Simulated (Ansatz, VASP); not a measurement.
Two plane-wave programs on MgO

```xyz
4
Lattice="3.6270 0.0000 0.0000 -1.8135 3.1411 0.0000 0.0000 0.0000 4.2394" Properties=species:S:1:pos:R:3 pbc="T T T"
Mg    1.8135    1.0470    3.1795
Mg    0.0000    2.0940    1.0598
O     1.8135    1.0470    1.0598
O     0.0000    2.0940    3.1795
```

Alike in both runs: task single point; functional PBE; k mesh 9 × 9 × 6; occupations gaussian, width 0.05 eV; no spin polarisation.

|  | VASP | Ansatz |
| --- | --- | --- |
| version | VASP 6.6.1 | Ansatz 0.2.0 |
| potentials or method | VASP PAW PBE potentials, release 64 (Mg, O), cutoff 520 eV | scalar-relativistic, plane waves, PAW |
| valence electrons in the cell | 16 | 32 |

```tsv
	VASP	Ansatz	Ansatz less VASP
gap on the k mesh at the Fermi level (eV)	3.02	3.04	+0.020
least direct gap on the mesh (eV)	3.02	3.04	+0.020
pressure (GPa)	-6.8	-6.2	+0.57
traceless stress, the component that is largest in VASP (GPa)	1.89	1.97	+0.084
```

With one functional, cell and mesh, what is left measures potentials, basis and numerics. VASP's potentials hold 16 valence electrons a cell and Ansatz's 32, so a difference there can come from the potentials and not from the codes.
